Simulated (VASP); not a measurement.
Wanted: the native input for a VASP 6.6.1 run.

```yaml
Task: single point
Functional: r2SCAN
Potentials_or_basis: VASP PAW PBE potentials, release 64 (Mg, Au)
Cutoff: 520 eV
k_mesh: 10 × 10 × 10
Occupations: gaussian, width 0.1 eV
Spin: no spin polarisation
Dipole_correction: no
Further_INCAR_settings: ALGO = Normal; EDIFF = 1e-07; NBANDS = 26
```

The system is MgAu3.

```xyz
4
Lattice="4.0227 0.0000 0.0000 0.0000 4.0227 0.0000 0.0000 0.0000 4.0227" Properties=species:S:1:pos:R:3 pbc="T T T"
Mg    0.0000    0.0000    0.0000
Au    2.0113    2.0113    0.0000
Au    2.0113    0.0000    2.0113
Au    0.0000    2.0113    2.0113
```

This cell differs from its parent crystal: volume scaled by 0.94.

These files were run (other wordings do the same):

POSCAR

```
MgAu3
1.0
    4.0226971177      0.0000000000      0.0000000000
    0.0000000000      4.0226971177      0.0000000000
    0.0000000000      0.0000000000      4.0226971177
Mg Au
1 3
Direct
    0.0000000000      0.0000000000      0.0000000000
    0.5000000000      0.5000000000      0.0000000000
    0.5000000000      0.0000000000      0.5000000000
    0.0000000000      0.5000000000      0.5000000000
```

INCAR.step1

```
SYSTEM = MgAu3
ALGO = Normal
EDIFF = 1E-4
ENCUT = 520
GGA = PE
ISMEAR = 0
LASPH = .True.
LCHARG = .False.
LREAL = .False.
LWAVE = .True.
NBANDS = 26
NELM = 100
PREC = Accurate
SIGMA = 0.1
```

INCAR.step2

```
SYSTEM = MgAu3
ALGO = Normal
EDIFF = 1E-7
ENCUT = 520
ISIF = 2
ISMEAR = 0
ISTART = 1
LASPH = .True.
LCHARG = .False.
LMIXTAU = .True.
LREAL = .False.
LWAVE = .False.
METAGGA = R2SCAN
NBANDS = 26
NELM = 100
PREC = Accurate
SIGMA = 0.1
```

KPOINTS

```
k-points
0
Gamma
  10 10 10
  0 0 0
```

Potentials or basis: VASP PAW PBE potentials, release 64 (Mg, Au).

The run is started by

```sh
$ cat potpaw_PBE.64/Mg/POTCAR potpaw_PBE.64/Au/POTCAR > POTCAR
$ cp INCAR.step1 INCAR
$ mpirun -np 1 vasp_std > vasp.out
$ cp INCAR.step2 INCAR
$ mpirun -np 1 vasp_std > vasp.out
```

Results of the run:

| Item | Value |
| --- | --- |
| Pressure | 9.1 GPa |

Caveat: the PAW data sets were made with another functional, which shifts forces and pressure a little.

It took 5 min on 1 thread of Oxide Virtual Turin-like Processor, on a shared host, peak memory 0.19 GiB.
